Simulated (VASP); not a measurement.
**Nb: single point with PBE**

Crystal: Nb.

```
CELL_PARAMETERS angstrom
-1.66395 1.66395 1.74715
1.66395 -1.66395 1.74715
1.66395 1.66395 -1.74715
ATOMIC_POSITIONS crystal
Nb 0.00000 0.00000 0.00000
```

This cell differs from its parent crystal: strain +0.000 along x and y, +0.050 along z.

```json
{"Program": "VASP 6.6.1", "Task": "single point", "Functional": "PBE", "Potentials or basis": "VASP PAW PBE potentials, release 64 (Nb_sv)", "Cutoff": "520 eV", "k mesh": "20 × 20 × 20", "Occupations": "gaussian, width 0.15 eV", "Spin": "no spin polarisation"}
```

```
Pressure : -9.9 GPa
```

Stress tensor (GPa, compression positive):
```
 -8.32   0.00   0.00
  0.00  -8.32   0.00
  0.00   0.00 -12.97
```

Levels at points of the mesh, in eV from the Fermi level:
```tsv
k point	band 3	band 4	band 5	band 6	band 7	band 8	band 9	band 10
(0.00, 0.00, 0.00)	-29.92	-29.92	-5.81	0.23	0.23	0.71	2.71	3.34
(0.50, 0.00, 0.00)	-30.25	-29.92	-3.44	-1.28	1.85	2.69	3.69	5.74
(0.50, 0.50, 0.00)	-30.29	-29.96	-3.47	-1.80	2.17	3.45	3.87	5.86
(0.50, 0.50, 0.50)	-30.63	-30.63	-3.39	-3.28	5.01	5.17	5.17	7.72
```

It took 2.5 min on 1 thread of Intel(R) Xeon(R) Platinum 8259CL CPU @ 2.50GHz (Skylake/Cascade Lake) (shared host), peak memory 0.26 GiB.

Caveat: the cell differs from its parent crystal (strain +0.000 along x and y, +0.050 along z).
